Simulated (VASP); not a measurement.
LiBr, 2 atoms in the cell. Symmetry: Fm-3m, No. 225, cubic system. Conventional cell: a = 5.411 Å, b = 5.411 Å, c = 5.411 Å, α = 90.00°, β = 90.00°, γ = 90.00°. Within 3.6 Å of Li (site symmetry m-3m) lie 6 Br at 2.71 Å. Within 3.6 Å of Br (site symmetry m-3m) lie 6 Li at 2.71 Å. 

| Item | Value |
| --- | --- |
| Program | VASP 6.6.1 |
| Task | relaxation of cell and atoms |
| Functional | PBEsol |
| Potentials or basis | VASP PAW PBE potentials, release 64 (Li_sv, Br) |
| Cutoff | 750 eV |
| k mesh | 8 × 8 × 8 |
| Occupations | gaussian, width 0.01 eV |
| Spin | no spin polarisation |
| Target pressure | 3 GPa |
| Dipole correction | no |
| Further INCAR settings | ALGO = Normal; EDIFF = 1e-07; IBRION = 2; EDIFFG = -0.001; NSW = 80; ISIF = 3 |

Potentials or basis: VASP PAW PBE potentials, release 64 (Li_sv, Br).

The run is started by

```sh
$ cat potpaw_PBE.64/Li_sv/POTCAR potpaw_PBE.64/Br/POTCAR > POTCAR
$ mpirun -np 1 vasp_std > vasp.out
```

Hardware: 1 thread of Intel Xeon 8259CL, on a shared host.

Q: How long does it take, and how much memory?

A: It took 110 s on 1 thread of Intel Xeon 8259CL (shared host), peak memory 0.21 GiB. Counts: scf iterations 35, k points 29, ion steps 4.
